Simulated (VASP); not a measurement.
# Sc (P6_3/mmc) in VASP: a series of runs

The runs below take Sc through single point, with PBE.

Everything below comes from runs of VASP 6.6.1. Logs are shortened: lines on timing, memory, paths and dates and some standing lists are left out, and cuts for length are marked.

## (1) The cell of the first run

Symmetry: P6_3/mmc, No. 194, hexagonal system. Conventional cell: a = 3.254 Å, b = 3.254 Å, c = 5.049 Å, α = 90.00°, β = 90.00°, γ = 120.00°. Within 4.1 Å of Sc (site symmetry -6m2) lie 12 Sc at 3.15 to 3.25 Å.

## (2) Single point, PBE (volume scaled by 0.94, then relaxed in part)

INCAR reads:

```
PREC = Accurate
ENCUT = 520
EDIFF = 1E-6
ISMEAR = 0
SIGMA = 0.1
LREAL = False
LASPH = True
NELM = 60
ALGO = Fast
ISIF = 2
LWAVE = False
LCHARG = False
GGA = PE
NBANDS = 18
```

KPOINTS reads:

```
Automatic mesh
0
Gamma
  15 15 8
```

POSCAR reads:

```
Sc
1.0
    3.2543392096      0.0000000000      0.0000000000
   -1.6271696048      2.8183404280      0.0000000000
    0.0000000000      0.0000000000      5.0490987805
Sc
2
Direct
    0.3333333333      0.6666666667      0.2500000000
    0.6666666667      0.3333333333      0.7500000000
```

Potentials or basis: VASP PAW PBE potentials, release 64 (Sc_sv).

Run with:

```sh
$ cat potpaw_PBE.64/Sc_sv/POTCAR > POTCAR
$ mpirun -np 1 vasp_std > vasp.out
```

OUTCAR:

```text
PREC = Accurate
   ENCUT = 520
   EDIFF = 1E-6
   ISMEAR = 0
   LREAL = False
   LASPH = True
   NELM = 60
   ISIF = 2
   GGA = PE

 ion  position               nearest neighbor table
   1  0.333  0.667  0.250-   2 3.15   2 3.15   2 3.15   2 3.15   2 3.15   2 3.15
   2  0.667  0.333  0.750-   1 3.15   1 3.15   1 3.15   1 3.15   1 3.15   1 3.15

  LATTYP: Found a hexagonal cell.
 ALAT       =     3.2543392096
 C/A-ratio  =     1.5514973871

  Lattice vectors:

 A1 = (   3.2543392096,   0.0000000000,   0.0000000000)
 A2 = (  -1.6271696048,   2.8183404280,   0.0000000000)
 A3 = (   0.0000000000,   0.0000000000,   5.0490987805)

Analysis of symmetry for initial positions (statically):
=====================================================================
 Subroutine PRICEL returns:
 Original cell was already a primitive cell.

 Routine SETGRP: Setting up the symmetry group for a
 hexagonal supercell.

 Subroutine GETGRP returns: Found 24 space group operations
 (whereof 12 operations were pure point group operations)
 out of a pool of 24 trial point group operations.

The static configuration has the point symmetry D_3d.
 The point group associated with its full space group is D_6h.

Analysis of symmetry for dynamics (positions and initial velocities):
=====================================================================
 Subroutine PRICEL returns:
 Original cell was already a primitive cell.

 Routine SETGRP: Setting up the symmetry group for a
 hexagonal supercell.

 Subroutine GETGRP returns: Found 24 space group operations
 (whereof 12 operations were pure point group operations)
 out of a pool of 24 trial point group operations.

The dynamic configuration has the point symmetry D_3d.
 The point group associated with its full space group is D_6h.

 Subroutine INISYM returns: Found 24 space group operations
 (whereof 12 operations are pure point group operations),
 and found     1 'primitive' translations

----------------------------------------------------------------------------------------

                                     Primitive cell

  volume of cell :      46.3095

  direct lattice vectors                    reciprocal lattice vectors
     3.254339210  0.000000000  0.000000000     0.307282043  0.177409370  0.000000000
    -1.627169605  2.818340428  0.000000000     0.000000000  0.354818740  0.000000000
     0.000000000  0.000000000  5.049098780     0.000000000  0.000000000  0.198055147

  length of vectors
     3.254339210  3.254339210  5.049098780     0.354818740  0.354818740  0.198055147

  position of ions in fractional coordinates (direct lattice)
     0.333333333  0.666666667  0.250000000
     0.666666667  0.333333333  0.750000000

  ion indices of the primitive-cell ions
   primitive index   ion index
                 1           1
                 2           2

----------------------------------------------------------------------------------------

 KPOINTS: Automatic mesh

Automatic generation of k-mesh.
 Grid dimensions read from file:
 generate k-points for:   15   15    8

 Generating k-lattice:

  Cartesian coordinates                     Fractional coordinates (reciprocal lattice)
     0.020485470  0.011827291  0.000000000     0.066666667 -0.000000000  0.000000000
     0.000000000  0.023654583  0.000000000     0.000000000  0.066666667  0.000000000
     0.000000000  0.000000000  0.024756893     0.000000000  0.000000000  0.125000000

  Length of vectors
     0.023654583  0.023654583  0.024756893

  Shift w.r.t. Gamma in fractional coordinates (k-lattice)
     0.000000000  0.000000000  0.000000000

 Subroutine IBZKPT returns following result:
 ===========================================

 Found    135 irreducible k-points:

 Following reciprocal coordinates:
            Coordinates               Weight
  0.000000  0.000000  0.000000      1.000000
  0.066667  0.000000  0.000000      6.000000
  0.133333 -0.000000  0.000000      6.000000
  0.200000 -0.000000  0.000000      6.000000
  0.266667 -0.000000  0.000000      6.000000
  0.333333  0.000000  0.000000      6.000000
[... 16 lines left out ...]
  0.333333  0.200000  0.000000     12.000000
  0.400000  0.200000  0.000000      6.000000
 [... further k-points ...]
   k-points           NKPTS =    135   k-points in BZ     NKDIM =    135   number of bands    NBANDS=     18
   number of dos      NEDOS =    301   number of ions     NIONS =      2
   total plane-waves  NPLWV =  23040
   dimension x,y,z NGX =    24 NGY =   24 NGZ =   40
   dimension x,y,z NGXF=    48 NGYF=   48 NGZF=   80
   ions per type =               2
   NGX,Y,Z   is equivalent  to a cutoff of  12.26, 12.26, 13.17 a.u.
   NGXF,Y,Z  is equivalent  to a cutoff of  24.52, 24.52, 26.34 a.u.
 SYSTEM =  unknown system
   PREC   = accura    normal or accurate (medium, high low for compatibility)
   ISTART =      0    job   : 0-new  1-cont  2-samecut
   ICHARG =      2    charge: 1-file 2-atom 10-const
   ISPIN  =      1    spin polarized calculation?
   LNONCOLLINEAR =      F non collinear calculations
   LSORBIT =      F    spin-orbit coupling
   LASPH  =      T    aspherical Exc in radial PAW
   ENCUT  =  520.0 eV  38.22 Ry    6.18 a.u.   6.05  6.05  9.39*2*pi/ulx,y,z
   NELM   =     60;   NELMIN=  2; NELMDL= -5     # of ELM steps
   EDIFF  = 0.1E-05   stopping-criterion for ELM
   LREAL  =      F    real-space projection
   EDIFFG = 0.1E-04   stopping-criterion for IOM
   NSW    =      0    number of steps for IOM
   IBRION =     -1    ionic relax: 0-MD 1-quasi-New 2-CG
   NFREE  =      0    steps in history (QN), initial steepest desc. (CG)
   ISIF   =      2    stress and relaxation
   ISYM   =      2    0-nonsym 1-usesym 2-fastsym
   POTIM  = 0.5000    time-step for ionic-motion
   TEBEG  =    0.0;   TEEND  =   0.0 temperature during run
   PSTRESS=    0.0 pullay stress
   NELECT =      22.0000    total number of electrons
   NUPDOWN=      -1.0000    fix difference up-down
   EMIN   =  10.00;   EMAX   =-10.00  energy-range for DOS
   EFERMI =   0.00;   METHOD = LEGACY
   ISMEAR =     0;   SIGMA  =   0.10  broadening in eV -4-tet -1-fermi 0-gaus
   EFERMI_NEDOS =   21; number of points for ismear=-14 and -15
   IALGO  =     68    algorithm
   IMIX   =      4    mixing-type and parameters
     AMIX     =   0.40;   BMIX     =  1.00
     AMIX_MAG =   1.60;   BMIX_MAG =  1.00
  volume/ion in A,a.u.               =      23.15       156.26
  Fermi-wavevector in a.u.,A,eV,Ry     =   1.277396  2.413929 22.201191  1.631741
  Thomas-Fermi vector in A             =   2.409998
   LORBIT       =      0    0 simple, 1 ext, 2 COOP (PROOUT), +10 PAW based schemes
   GGA     = PE    functional components
   LHFCALC =     F    Hartree Fock is set to
   AEXX    =    0.0000 exact exchange contribution
   IVDW    =     0    specifies the selected vdW correction
   LEPSILON=     F    determine dielectric tensor
   LRPA    =     F    only Hartree local field effects (RPA)
 non-spin polarized calculation
 RMM-DIIS sequential band-by-band and
 Gauss-broadening in eV      SIGMA  =   0.10
  energy-cutoff  :      520.00
  volume of cell :       46.31
 maximum number of plane-waves:      1270
   NGX = 13   NGY = 13   NGZ = 19

 number of electron      22.0000007 magnetization

 Free energy of the ion-electron system (eV)
  ---------------------------------------------------
  ext. energy  EPLUGINS =         0.00000000
  ---------------------------------------------------
  free energy    TOTEN  =       -12.47349660 eV

  energy without entropy =      -12.45499422  energy(sigma->0) =      -12.46424541

 E-fermi :   4.0524     XC(G=0): -10.1303

 val. band max:        4.0465401544   @ k =   0.4000   0.2000   0.3750
 cond. band min:       4.0672746429   @ k =   0.2667   0.0667   0.3750
 fundamental gap:      0.0207344885
 Fermi energy:         4.0524232115

 k-point     1 :       0.0000    0.0000    0.0000
  band No.  band energies     occupation
      1     -45.2039      2.00000
      2     -45.1100      2.00000
      3     -24.0941      2.00000
      4     -23.6699      2.00000
      5     -23.6699      2.00000
      6     -23.5875      2.00000
[... 10 lines left out ...]
     17       6.4893      0.00000
     18       6.4895      0.00000

 k-point     2 :       0.0667    0.0000    0.0000
  band No.  band energies     occupation
      1     -45.2012      2.00000
      2     -45.1091      2.00000
      3     -24.0869      2.00000
      4     -23.6835      2.00000
      5     -23.6747      2.00000
      6     -23.6018      2.00000
[... 10 lines left out ...]
     17       6.4037      0.00000
     18       6.4234      0.00000

 k-point     3 :       0.1333   -0.0000    0.0000
  band No.  band energies     occupation
      1     -45.1934      2.00000
      2     -45.1068      2.00000
      3     -24.0660      2.00000
      4     -23.7221      2.00000
      5     -23.6879      2.00000
      6     -23.6420      2.00000
[... 10 lines left out ...]
     17       6.4082      0.00000
     18       6.4783      0.00000

 k-point     4 :       0.2000   -0.0000    0.0000
  band No.  band energies     occupation
      1     -45.1817      2.00000
      2     -45.1036      2.00000
      3     -24.0332      2.00000
      4     -23.7795      2.00000
      5     -23.7068      2.00000
      6     -23.6995      2.00000
[... 375 lines left out ...]
      4     -23.8899      2.00000
      5     -23.8750      2.00000
      6     -23.7734      2.00000
[... 10 lines left out ...]
     17       7.9414      0.00000
     18       8.2426      0.00000

 k-point    23 :       0.3333    0.2000    0.0000
  band No.  band energies     occupation
      1     -45.1262      2.00000
      2     -45.1011      2.00000
      3     -23.9492      2.00000
      4     -23.8728      2.00000
      5     -23.8501      2.00000
      6     -23.8069      2.00000
[... 10 lines left out ...]
     17       8.1394      0.00000
     18       8.3440      0.00000

 k-point    24 :       0.4000    0.2000    0.0000
  band No.  band energies     occupation
      1     -45.1217      2.00000
      2     -45.1027      2.00000
      3     -23.9598      2.00000
      4     -23.8665      2.00000
      5     -23.8308      2.00000
      6     -23.8246      2.00000
[... 10 lines left out ...]
     17       8.1214      0.00000
     18       8.2850      0.00000

 [... further k-points ...]

------------------------ aborting loop because EDIFF is reached ----------------------------------------

  FORCE on cell =-STRESS in cart. coord.  units (eV):
  Direction    XX          YY          ZZ          XY          YZ          ZX
  --------------------------------------------------------------------------------------
  -------------------------------------------------------------------------------------
  Total        1.0872232      1.0872232      1.0873263      0.0000000      0.0000000      0.0000000
  in kB       37.6148330     37.6148330     37.6184013      0.0000000      0.0000000      0.0000000
  external PRESSURE =      37.6160225 kB  Pullay stress =       0.0000000 kB

 VOLUME and BASIS-vectors are now :
 -----------------------------------------------------------------------------
  energy-cutoff  :      520.00
  volume of cell :       46.31
      direct lattice vectors                 reciprocal lattice vectors
     3.254339210  0.000000000  0.000000000     0.307282043  0.177409370  0.000000000
    -1.627169605  2.818340428  0.000000000     0.000000000  0.354818740  0.000000000
     0.000000000  0.000000000  5.049098780     0.000000000  0.000000000  0.198055147

 POSITION                                       TOTAL-FORCE (eV/Angst)
 -----------------------------------------------------------------------------------
     -0.00000      1.87889      1.26227        -0.000000      0.000000      0.000000
      1.62717      0.93945      3.78682         0.000000     -0.000000      0.000000
 -----------------------------------------------------------------------------------
    total drift:                               -0.000000      0.000000     -0.000000

  FREE ENERGIE OF THE ION-ELECTRON SYSTEM (eV)
  ---------------------------------------------------
  free  energy   TOTEN  =       -12.4734966018 eV

  energy  without entropy=      -12.4549942247  energy(sigma->0) =      -12.46424541
```

Run time: 99 s. Hardware: 1 thread of Intel Xeon 6975P-C, shared host; peak memory 0.22 GiB.

Results:

```yaml
Free_energy: -12.4735 eV
Pressure: 3.8 GPa
Band_gap_on_the_k_mesh: zero (band 11 reaches 5.09 eV, above the bottom of band 12 at 3.47 eV)
```

(Part 1 of 2 ends here.)
